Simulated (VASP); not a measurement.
Wanted: the native input for a VASP 6.6.1 run.

```
Task                   : single point
Functional             : PBE
Potentials or basis    : VASP PAW PBE potentials, release 64 (Pt)
Cutoff                 : 520 eV
k mesh                 : 18 × 18 × 18
Occupations            : fermi-dirac, width 0.05 eV
Spin                   : no spin polarisation
Dipole correction      : no
Further INCAR settings : ALGO = Normal; EDIFF = 1e-06; NBANDS = 17
```

The structure of Pt lies in POSCAR:

```
Pt
1.0
   -2.1896247486      2.1896247486      1.1743257626
    2.1896247486     -2.1896247486      1.1743257626
    2.1896247486      2.1896247486     -1.1743257626
Pt
2
Direct
   -0.3750000000     -0.1250000000     -0.2500000000
    0.3750000000      0.1250000000      0.2500000000
```

These files were run (other wordings do the same):

INCAR

```
  PREC = Accurate
  ENCUT = 520
  EDIFF = 1E-6
  ISMEAR = -1
  SIGMA = 0.05
  LREAL = False
  LASPH = True
  NELM = 100
  ALGO = Normal
  ISIF = 2
  LWAVE = False
  LCHARG = True
  GGA = PE
  LELF = True
  LVHAR = True
  NBANDS = 17
```

KPOINTS

```
Automatic mesh
0
Gamma
  18 18 18
```

Potentials or basis: VASP PAW PBE potentials, release 64 (Pt).

Command:

```console
$ cat potpaw_PBE.64/Pt/POTCAR > POTCAR
$ mpirun -np 1 vasp_std > vasp.out
```

Results of the run:

The pressure is 258.5 GPa and the band gap on the k mesh is zero (bands 10 and 11 overlap by 3.53 eV).

Caveat: the cell stands under pressure; spin-orbit coupling is left out, which moves the levels of the heavy elements.

Run time: 76 s on 1 thread of Intel(R) Xeon(R) 6975P-C (Granite Rapids), on a shared host, peak memory 0.29 GiB.
